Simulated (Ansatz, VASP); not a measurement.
Two plane-wave programs on CaSe

Contents of INCAR:

```
SYSTEM = CaSe
ALGO = Normal
EDIFF = 1E-6
ENCUT = 520
GGA = PE
ISIF = 2
ISMEAR = 0
LASPH = .True.
LCHARG = .False.
LREAL = .False.
LWAVE = .False.
NBANDS = 15
NELM = 60
PREC = Accurate
SIGMA = 0.01
```

KPOINTS

```
k-points
0
Gamma
  6 6 6
  0 0 0
```

File POSCAR:

```
CaSe
1.0
    3.6143519127      0.0000000000      0.0000000000
    0.0000000000      3.6143519127      0.0000000000
    0.0000000000      0.0000000000      3.6143519127
Ca Se
1 1
Direct
    0.0000000000      0.0000000000      0.0000000000
    0.5000000000      0.5000000000      0.5000000000
```

Input for Ansatz:

```yaml
crystal:
  lattice:
    - [3.6143519127, 0.0, 0.0]
    - [0.0, 3.6143519127, 0.0]
    - [0.0, 0.0, 3.6143519127]
  atoms:
    - { symbol: Ca, position: [0.0, 0.0, 0.0] }
    - { symbol: Se, position: [0.5, 0.5, 0.5] }
kpoints:
  mp_grid: { grid: [6, 6, 6] }
hamiltonian:
  xc: pbe
scf:
  occupations: { method: fixed }
  n_extra_bands: 4
output:
  forces: true
  stress: true
  eigenvalues: true
```

Alike in both runs: task single point; functional PBE; k mesh 6 × 6 × 6; no spin polarisation.

```csv
,VASP,Ansatz
version,VASP 6.6.1,Ansatz 0.2.0
potentials or method,"VASP PAW PBE potentials, release 64 (Ca_sv, Se)","plane waves, PAW"
plane-wave cutoff (eV),520,420
occupations,"gaussian, width 0.01 eV",fixed
valence electrons in the cell,16,26
```

|  | VASP | Ansatz | Ansatz less VASP |
| --- | --- | --- | --- |
| gap on the k mesh at the Fermi level (eV) | 0.73 | 0.74 | +0.008 |
| pressure (GPa) | 1.8 | 1.6 | -0.18 |

VASP's potentials hold 16 valence electrons a cell and Ansatz's 26, so a difference there can come from the potentials and not from the codes.
